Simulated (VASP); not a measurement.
The system is Eu.

```
Eu
1.0
    -2.19395    2.19395    2.19395
     2.19395   -2.19395    2.19395
     2.19395    2.19395   -2.19395
Eu
1
Direct
  0.00000 0.00000 0.00000
```

Base run:

| Item | Value |
| --- | --- |
| Program | VASP 6.6.1 |
| Functional | PBE |
| Potentials or basis | VASP PAW PBE potentials, release 64 (Eu) |
| Cutoff | 520 eV |
| k mesh | 10 × 10 × 10 |
| Occupations | fermi-dirac, width 0.6 eV |
| Spin | collinear spin, ferromagnetic start |
| Starting moments | [7.02] μB |

Its results: pressure 0.1 GPa; net moment 6.99 μB per cell; site moments Eu +6.42 μB.

The run is repeated on the same cell with these changes: occupations from fermi-dirac, width 0.6 eV to methfessel-paxton, width 0.01 eV. What comes out?

Pressure -0.2 GPa; net moment 7.39 μB per cell; site moments Eu +6.70 μB.

Caveats: so wide a smearing shifts energies and pressures (at least some runs).
